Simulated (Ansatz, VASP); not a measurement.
Two plane-wave programs on SrAl2O2

```
Sr Al O
1.0
     2.18163   -6.03221    0.00000
     2.18163    6.03221    0.00000
     0.00000    0.00000    3.21281
Sr Al O
1 2 2
Direct
  0.50000 0.50000 0.00000
  0.81067 0.18933 0.50000
  0.18933 0.81067 0.50000
  0.88731 0.11269 0.00000
  0.11269 0.88731 0.00000
```

Change from the starting cell: the structure that the rattled cell fell into.

Alike in both runs: task relaxation of cell and atoms; functional PBE; k mesh 4 × 4 × 6; occupations gaussian, width 0.1 eV; no spin polarisation.

|  | VASP | Ansatz |
| --- | --- | --- |
| version | VASP 6.6.1 | Ansatz 0.2.0 |
| potentials or method | VASP PAW PBE potentials, release 64 (Sr_sv, Al, O), cutoff 600 eV | scalar-relativistic, plane waves, PAW |
| valence electrons in the cell | 28 | 28 |

Ansatz gave:

| Item | Value |
| --- | --- |
| gap on the k mesh at the Fermi level, each at its own relaxed structure (eV) | none |
| relaxed volume (Å³/atom) | 17.22 |
| relaxed cell length with the largest relative difference (Å) | 6.795 |

Problem. Which values does VASP return?

Solution. gap on the k mesh at the Fermi level, each at its own relaxed structure (eV): none; relaxed volume (Å³/atom): 17.22; relaxed cell length with the largest relative difference (Å): 6.780.

A gap of «none» marks a metal or a gap that the smearing closes.

The k mesh is coarse, so the values compare programs but aren't converged.
